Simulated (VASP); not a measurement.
Here is a VASP 6.6.1 calculation.

Contents of INCAR:

```
ALGO = Normal
EDIFF = 1E-6
ENCUT = 520
GGA = PE
ISIF = 2
ISMEAR = 1
LASPH = T
LCHARG = F
LREAL = F
LWAVE = F
NBANDS = 16
NELM = 60
PREC = Accurate
SIGMA = 0.0149
```

The input KPOINTS:

```
k-points
0
Gamma
  10 10 8
```

The input POSCAR:

```
TiB2
1.0
    3.0212636000      0.0000000000      0.0000000000
   -1.5106318000      2.6164868900      0.0000000000
    0.0000000000      0.0000000000      3.2199417000
Ti B
1 2
Direct
    0.0000000000      0.0000000000      0.0000000000
    0.3333000000      0.6667000000      0.5000000000
    0.6666000000      0.3333000000      0.5000000000
```

Potentials or basis: VASP PAW PBE potentials, release 64 (Ti_sv, B).

Launch:

```sh
$ cat potpaw_PBE.64/Ti_sv/POTCAR potpaw_PBE.64/B/POTCAR > POTCAR
$ mpirun -np 1 vasp_std > vasp.out
```

Task: What does it give for the pressure?

Result: 2.6 GPa.

Task: Predict the band gap on the k mesh.

Result: Zero (band 9 reaches 10.48 eV, above the bottom of band 10 at 9.91 eV).

Forces on the atoms (eV/Å):
```
Ti  -0.002  0.000  0.000
B    0.001 -0.003  0.000
B    0.001  0.003  0.000
```
